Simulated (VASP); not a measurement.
Hf: single point with PBE

Hf:

```
Hf
1.0
    -1.85190    1.85190    1.85190
     1.85190   -1.85190    1.85190
     1.85190    1.85190   -1.85190
Hf
1
Cartesian
  0.0000 0.0000 0.0000
```

```yaml
Program: VASP 6.6.1
Task: single point
Functional: PBE
Potentials_or_basis: VASP PAW PBE potentials, release 64 (Hf_pv)
Cutoff: 520 eV
k_mesh: 9 × 9 × 9
Occupations: fermi-dirac, width 0.1 eV
Spin: no spin polarisation
```

```json
{
 "Pressure": "-10.5 GPa",
 "Band gap on the k mesh": "zero (band 5 reaches 5.17 eV, above the bottom of band 6 at 3.10 eV)"
}
```

Levels at points of the mesh, in eV from the Fermi level:
```tsv
k point	band 2	band 3	band 4	band 5	band 6	band 7	band 8	band 9
(0.00, 0.00, 0.00)	-30.36	-30.36	-6.64	1.39	1.39	1.39	3.82	3.82
```

Wall time 3.1 s on 1 thread of Intel(R) Xeon(R) 6975P-C (Granite Rapids), on a shared host, peak memory 0.14 GiB.

Caveat: spin-orbit coupling is left out, which moves the levels of the heavy elements.
